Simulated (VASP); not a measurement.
A run of VASP 6.6.1:

INCAR

```
SYSTEM = Ga2Cu
  PREC = Accurate
  ENCUT = 520
  EDIFF = 1E-7
  ISMEAR = -1
  SIGMA = 0.08
  LREAL = .False.
  LASPH = .True.
  NELM = 100
  ALGO = Normal
  ISIF = 2
  LWAVE = .False.
  LCHARG = .True.
  GGA = PS
  LELF = .True.
  LVHAR = .True.
  NBANDS = 26
```

The input KPOINTS:

```
regular mesh
0
Gamma
  14 14 7
  0 0 0
```

The input POSCAR:

```
Ga2Cu
1.0
    2.8394020624      0.0000000000      0.0000000000
    0.0000000000      2.8394020624      0.0000000000
    0.0000000000      0.0000000000      5.8583988136
Ga Cu
2 1
Direct
    0.5000000000      0.5000000000      0.2950000000
    0.5000000000      0.5000000000      0.7050000000
    0.0000000000      0.0000000000      0.0000000000
```

Potentials or basis: VASP PAW PBE potentials, release 64 (Ga_d, Cu).

Command:

```console
$ cat potpaw_PBE.64/Ga_d/POTCAR potpaw_PBE.64/Cu/POTCAR > POTCAR
$ mpirun -np 1 vasp_std > vasp.out
```

Hardware: 1 thread of Intel(R) Xeon(R) Platinum 8259CL CPU @ 2.50GHz (Skylake/Cascade Lake), with other jobs on the host.

Problem. Estimate the wall time of this run.

Solution. Wall time 120 s on 1 thread of Intel(R) Xeon(R) Platinum 8259CL CPU @ 2.50GHz (Skylake/Cascade Lake), on a shared host, peak memory 0.29 GiB. Counts: scf iterations 14, k points 144.
